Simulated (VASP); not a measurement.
Set up this calculation in VASP 6.6.1, as the native input.

- Task: single point
- Functional: PBE
- Potentials or basis: VASP PAW PBE potentials, release 64 (Ga_d, Sb)
- Cutoff: 520 eV
- k mesh: 16 × 16 × 16
- Occupations: gaussian, width 0.1 eV
- Spin: no spin polarisation
- Dipole correction: no
- k mesh for the DOS: 24 × 24 × 24
- Occupations for the DOS: tetrahedron
- Further INCAR settings: ALGO = Normal; EDIFF = 1e-07; NBANDS = 16

GaSb:

```
CELL_PARAMETERS angstrom
0.00000 3.10687 3.10687
3.10687 0.00000 3.10687
3.10687 3.10687 0.00000
ATOMIC_POSITIONS crystal
Ga 0.00000 0.00000 0.00000
Sb 0.25000 0.25000 0.25000
```

These files were run (other wordings do the same):

POSCAR

```
GaSb
1.0
    0.0000000000      3.1068719571      3.1068719571
    3.1068719571      0.0000000000      3.1068719571
    3.1068719571      3.1068719571      0.0000000000
Ga Sb
1 1
Direct
    0.0000000000      0.0000000000      0.0000000000
    0.2500000000      0.2500000000      0.2500000000
```

INCAR.step1

```
SYSTEM = GaSb
  ALGO = Normal
  EDIFF = 1E-7
  ENCUT = 520
  GGA = PE
  ISIF = 2
  ISMEAR = 0
  LASPH = .TRUE.
  LCHARG = .TRUE.
  LREAL = .FALSE.
  LWAVE = .FALSE.
  NBANDS = 16
  NELM = 80
  PREC = Accurate
  SIGMA = 0.1
```

KPOINTS.step1

```
k-points
0
G
  16 16 16
  0 0 0
```

INCAR.step2

```
SYSTEM = GaSb
  ALGO = Normal
  EDIFF = 1E-7
  ENCUT = 520
  GGA = PE
  ICHARG = 11
  ISIF = 2
  ISMEAR = -5
  LASPH = .TRUE.
  LCHARG = .FALSE.
  LORBIT = 11
  LREAL = .FALSE.
  LWAVE = .FALSE.
  NBANDS = 16
  NEDOS = 2001
  NELM = 80
  PREC = Accurate
  SIGMA = 0.1
```

KPOINTS.step2

```
k-points
0
G
  24 24 24
  0 0 0
```

Potentials or basis: VASP PAW PBE potentials, release 64 (Ga_d, Sb).

Run with:

```sh
$ cat potpaw_PBE.64/Ga_d/POTCAR potpaw_PBE.64/Sb/POTCAR > POTCAR
$ cp INCAR.step1 INCAR
$ cp KPOINTS.step1 KPOINTS
$ mpirun -np 1 vasp_std > vasp.out
$ cp INCAR.step2 INCAR
$ cp KPOINTS.step2 KPOINTS
$ mpirun -np 1 vasp_std > vasp.out
```

It gave:

| Property | Result |
| --- | --- |
| Valence electrons inside the program's atomic spheres | Ga 11.59; Sb 2.47 |

Run time: 8 min on 1 thread of Intel(R) Xeon(R) 6975P-C (Granite Rapids) (shared host), peak memory 0.52 GiB.
